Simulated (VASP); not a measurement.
Write the native input for VASP 6.6.1 that does the following.

| Property | Result |
| --- | --- |
| Task | single point |
| Functional | PBE0 |
| Potentials or basis | VASP PAW PBE potentials, release 64 (Al) |
| Cutoff | 520 eV |
| k mesh | 6 × 6 × 6 |
| Occupations | fermi-dirac, width 0.05 eV |
| Spin | no spin polarisation |
| Dipole correction | no |
| Grid for exact exchange (PRECFOCK) | Normal |
| Further INCAR settings | ALGO = Normal; EDIFF = 1e-06; NBANDS = 8 |

Al:

```xyz
1
Lattice="-1.5587 1.5587 1.5587 1.5587 -1.5587 1.5587 1.5587 1.5587 -1.5587" Properties=species:S:1:pos:R:3 pbc="T T T"
Al    0.0000    0.0000    0.0000
```

One way to write it, as run:

POSCAR

```
Al
1.0
   -1.5587357247      1.5587357247      1.5587357247
    1.5587357247     -1.5587357247      1.5587357247
    1.5587357247      1.5587357247     -1.5587357247
Al
1
Direct
    0.0000000000      0.0000000000      0.0000000000
```

INCAR.step1

```
SYSTEM = Al
  ALGO = Normal
  EDIFF = 1E-5
  ENCUT = 520
  GGA = PE
  ISIF = 2
  ISMEAR = -1
  LASPH = .True.
  LREAL = .False.
  LWAVE = .True.
  NBANDS = 8
  NELM = 100
  PREC = Accurate
  SIGMA = 0.05
```

INCAR.step2

```
SYSTEM = Al
  AEXX = 0.25
  ALGO = Normal
  EDIFF = 1E-6
  ENCUT = 520
  GGA = PE
  ISIF = 2
  ISMEAR = -1
  ISTART = 1
  LASPH = .True.
  LCHARG = .True.
  LELF = .True.
  LHFCALC = .True.
  LREAL = .False.
  LVHAR = .True.
  LWAVE = .False.
  NBANDS = 8
  NELM = 100
  PREC = Accurate
  PRECFOCK = Normal
  SIGMA = 0.05
```

KPOINTS

```
k-points
0
Gamma
  6 6 6
  0 0 0
```

Potentials or basis: VASP PAW PBE potentials, release 64 (Al).

Run with:

```bash
$ cat potpaw_PBE.64/Al/POTCAR > POTCAR
$ cp INCAR.step1 INCAR
$ mpirun -np 1 vasp_std > vasp.out
$ cp INCAR.step2 INCAR
$ mpirun -np 1 vasp_std > vasp.out
```

It gave:

The pressure is 9.6 GPa.

Caveat: the k points lie up to 0.48 Å⁻¹ apart; the PAW data sets were made with another functional, which shifts forces and pressure a little.

It took 49 s on 1 thread of Intel(R) Xeon(R) Platinum 8259CL CPU @ 2.50GHz (Skylake/Cascade Lake), with other jobs on the host, peak memory 0.12 GiB.
